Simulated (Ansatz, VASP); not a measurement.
# Zr: VASP beside Ansatz

INCAR

```
PREC = Accurate
ENCUT = 520
EDIFF = 1E-6
ISMEAR = -1
SIGMA = 0.1
LREAL = F
LASPH = T
NELM = 80
ALGO = Normal
ISIF = 2
LWAVE = F
LCHARG = F
GGA = PE
NBANDS = 12
```

File KPOINTS:

```
Automatic mesh
0
Gamma
  16 16 14
```

File POSCAR:

```
Zr
1.0
    2.4488682246      0.0000000000      0.0000000000
   -1.2244341123      2.1207820930      0.0000000000
    0.0000000000      0.0000000000      2.3898603444
Zr
1
Direct
    0.0000000000      0.0000000000      0.0000000000
```

Input for Ansatz:

```yaml
crystal:
  lattice:
    - [2.4488682246, 0.0, 0.0]
    - [-1.2244341123, 2.120782093, 0.0]
    - [0.0, 0.0, 2.3898603444]
  atoms:
    - { symbol: Zr, position: [0.0, 0.0, 0.0] }
kpoints:
  mp_grid: { grid: [16, 16, 14] }
scf:
  occupations: { method: fermi_dirac, width: 0.1 }
hamiltonian:
  xc: pbe
  pseudopotentials: { kind: all_electron, lapw: { basis_error: 0.001 } }
output:
  forces: true
  stress: true
  eigenvalues: true
  populations: true
```

Change from the starting cell: volume scaled by 0.52, LAPW.

Alike in both runs: task single point; functional PBE; k mesh 16 × 16 × 14; occupations fermi-dirac, width 0.1 eV; no spin polarisation.

|  | VASP | Ansatz |
| --- | --- | --- |
| version | VASP 6.6.1 | Ansatz 0.2.0 |
| potentials or method | VASP PAW PBE potentials, release 64 (Zr_sv), cutoff 520 eV | all-electron LAPW, scalar-relativistic |

|  | VASP | Ansatz | Ansatz less VASP |
| --- | --- | --- | --- |
| pressure (GPa) | 174.4 | 172.9 | -1.56 |
| traceless stress, the component that is largest in VASP (GPa) | 0.27 | 0.45 | +0.181 |

Both programs put the cell under a high pressure, so it lies far from rest at this level. Ansatz ran all-electron here, and VASP with PAW potentials.

Noted on VASP's run: the cell as given lies far from equilibrium.
